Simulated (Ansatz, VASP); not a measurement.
# One calculation of Ir, two programs

Contents of POSCAR:

```
Ir
1.0
    2.8614330104      0.0000000000      0.0000000000
   -1.4307165052      2.4780736782      0.0000000000
    0.0000000000      0.0000000000      4.4622900000
Ir
2
Direct
    0.6666666667      0.3333333333      0.7500000000
    0.3333333333      0.6666666667      0.2500000000
```

INCAR.step1

```
SYSTEM = Ir
PREC     = Accurate       ! precision mode
ENCUT    = 520            ! plane-wave cutoff, eV
ISMEAR   = 0              ! smearing method
SIGMA    = 0.15           ! smearing width, eV
LREAL    = .FALSE.        ! projectors in reciprocal space
LASPH    = .TRUE.         ! aspherical terms in the spheres
NELM     = 100            ! most SCF steps
NBANDS   = 16             ! bands
GGA      = PE             ! functional
ALGO     = Normal         ! electronic algorithm
EDIFF    = 1E-4           ! SCF threshold, eV
LWAVE    = .TRUE.         ! write WAVECAR
LCHARG   = .FALSE.        ! write CHGCAR
```

The input INCAR.step2:

```
SYSTEM = Ir
PREC     = Accurate       ! precision mode
ENCUT    = 520            ! plane-wave cutoff, eV
EDIFF    = 1E-7           ! SCF threshold, eV
ISMEAR   = 0              ! smearing method
SIGMA    = 0.15           ! smearing width, eV
LREAL    = .FALSE.        ! projectors in reciprocal space
LASPH    = .TRUE.         ! aspherical terms in the spheres
NELM     = 100            ! most SCF steps
ALGO     = Normal         ! electronic algorithm
ISIF     = 2              ! what is computed and relaxed
LWAVE    = .FALSE.        ! write WAVECAR
LCHARG   = .FALSE.        ! write CHGCAR
METAGGA  = R2SCAN         ! meta-GGA
LMIXTAU  = .TRUE.       
NBANDS   = 16             ! bands
ISTART   = 1
```

KPOINTS

```
Automatic mesh
0
G
  18 18 12
  0 0 0
```

Input for Ansatz:

```yaml
crystal:
  lattice:
    - [2.8614330104, 0.0, 0.0]
    - [-1.4307165052, 2.4780736782, 0.0]
    - [0.0, 0.0, 4.46229]
  atoms:
    - { symbol: Ir, position: [0.6666666667, 0.3333333333, 0.75] }
    - { symbol: Ir, position: [0.3333333333, 0.6666666667, 0.25] }
basis:
  ecutwfc: 500
kpoints:
  mp_grid: { grid: [18, 18, 12] }
hamiltonian:
  xc: r2scan
scf:
  occupations: { method: gaussian, width: 0.15 }
output:
  forces: true
  stress: true
  eigenvalues: true
```

Change from the starting cell: strain +0.040 along x and y, +0.000 along z, atoms carried along.

Alike in both runs: task single point; functional r2SCAN; k mesh 18 × 18 × 12; occupations gaussian, width 0.15 eV; no spin polarisation.

|  | VASP | Ansatz |
| --- | --- | --- |
| version | VASP 6.6.1 | Ansatz 0.2.0 |
| potentials or method | VASP PAW PBE potentials, release 64 (Ir), cutoff 520 eV | scalar-relativistic, plane waves, PAW |
| valence electrons in the cell | 18 | 34 |

```csv
,VASP,Ansatz,Ansatz less VASP
gap on the k mesh at the Fermi level (eV),none,none,-
pressure (GPa),-27.5,-29.0,-1.51
"traceless stress, the component that is largest in VASP (GPa)",5.44,5.32,-0.120
```

VASP's potentials were made for PBE, not for r2SCAN. A gap of «none» marks a metal or a gap that the smearing closes. VASP's potentials hold 18 valence electrons a cell and Ansatz's 34, so a difference there can come from the potentials and not from the codes.

Spin-orbit coupling is off throughout.
